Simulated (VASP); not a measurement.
# AlNi: single point with PBEsol+D3(BJ)

Crystal: AlNi.

```
Ni Al
1.0
     2.00718   -2.00714    0.00000
     2.00718    2.00714    0.00000
     0.00000    0.00000    2.83529
Ni Al
1 1
Direct
  0.50000 0.50000 0.50000
  0.00000 0.00000 0.00000
```

```
Program                : VASP 6.6.1
Task                   : single point
Functional             : PBEsol
Dispersion             : D3(BJ)
Potentials or basis    : VASP PAW PBE potentials, release 64 (Ni, Al)
Cutoff                 : 520 eV
k mesh                 : 10 × 10 × 9
Occupations            : fermi-dirac, width 0.05 eV
Spin                   : collinear spin, ferromagnetic start
Starting moments       : [1.0, 0.0] μB
Dipole correction      : no
Further INCAR settings : ALGO = Normal; EDIFF = 1e-06; NBANDS = 18
```

```
Pressure                                              : -1.2 GPa
Net moment                                            : 0.00 μB per cell
Valence electrons inside the program's atomic spheres : Ni 9.56; Al 0.82
Dispersion energy per atom                            : -0.427 eV
```

Stress tensor (GPa, compression positive):
```
-1.25  0.00  0.00
 0.00 -1.24  0.00
 0.00  0.00 -1.16
```

Levels at points of the mesh, in eV from the Fermi level:
Spin up:
```
           k point  band 2  band 3  band 4  band 5  band 6  band 7  band 8  band 9  band 10  band 11
(0.00, 0.00, 0.00)   -3.51   -3.51   -1.69   -1.69   -1.69    5.63    5.63    5.68     8.25     8.25
(0.50, 0.00, 0.00)   -7.09   -3.00   -2.43   -2.43   -1.59   -0.72    8.30   10.16    10.20    11.30
(0.50, 0.50, 0.00)   -3.64   -3.06   -3.06   -2.26   -2.26   -1.12    1.49    2.67    12.78    15.47
```
Spin down:
| k point | band 3 | band 4 | band 5 | band 6 | band 7 | band 8 | band 9 | band 10 |
| --- | --- | --- | --- | --- | --- | --- | --- | --- |
| (0.00, 0.00, 0.00) | -3.51 | -1.69 | -1.68 | -1.68 | 5.63 | 5.63 | 5.68 | 8.25 |
| (0.50, 0.00, 0.00) | -3.00 | -2.43 | -2.43 | -1.59 | -0.72 | 8.30 | 10.16 | 10.20 |
| (0.50, 0.50, 0.00) | -3.06 | -3.06 | -2.26 | -2.26 | -1.12 | 1.49 | 2.67 | 12.78 |

Wall time 49 s on 1 thread of Intel(R) Xeon(R) 6975P-C (Granite Rapids), on a shared host, peak memory 0.23 GiB.

Caveat: three body term missing; the PAW data sets were made with another functional, which shifts forces and pressure a little; pairwise dispersion overbinds metals, which lowers pressure and volume.
